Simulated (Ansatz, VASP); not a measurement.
# HgTe: VASP beside Ansatz

```
CELL_PARAMETERS angstrom
2.99252 -3.46693 0.00000
2.99252 3.46693 0.00000
0.00000 0.00000 5.79816
ATOMIC_POSITIONS crystal
Hg 0.65695 0.34305 0.25000
Hg 0.34305 0.65695 0.75000
Te 0.21519 0.78481 0.25000
Te 0.78481 0.21519 0.75000
```

Alike in both runs: functional LDA; k mesh 6 × 6 × 5; occupations fermi-dirac, width 0.05 eV; no spin polarisation.

|  | VASP | Ansatz |
| --- | --- | --- |
| version | VASP 6.6.1 | Ansatz 0.2.0 |
| potentials or method | VASP PAW LDA potentials, release 64 (Hg, Te) | Ansatz PAW |
| plane-wave cutoff (eV) | 520 | 420 |
| valence electrons in the cell | 36 | 72 |
| task | single point | band structure |

Ansatz gave:

* gap on the k mesh at the Fermi level (eV): none
* pressure (GPa): -5.0
* traceless stress, the component that is largest in VASP (GPa): 0.70
* rms of the force components (eV/Å): 0.113

Task: Which values does VASP return?

Result: gap on the k mesh at the Fermi level (eV): none; pressure (GPa): -4.8; traceless stress, the component that is largest in VASP (GPa): 0.63; rms of the force components (eV/Å): 0.106.

LDA's correlation is that of Perdew and Zunger in VASP and of Perdew and Wang (1992) in Ansatz. Atom by atom the forces differ by 0.008 eV/Å (rms over components). A gap of «none» marks a metal or a gap that the smearing closes. VASP's potentials hold 36 valence electrons a cell and Ansatz's 72, so a difference there can come from the potentials and not from the codes.

Neither program's run includes spin-orbit coupling.
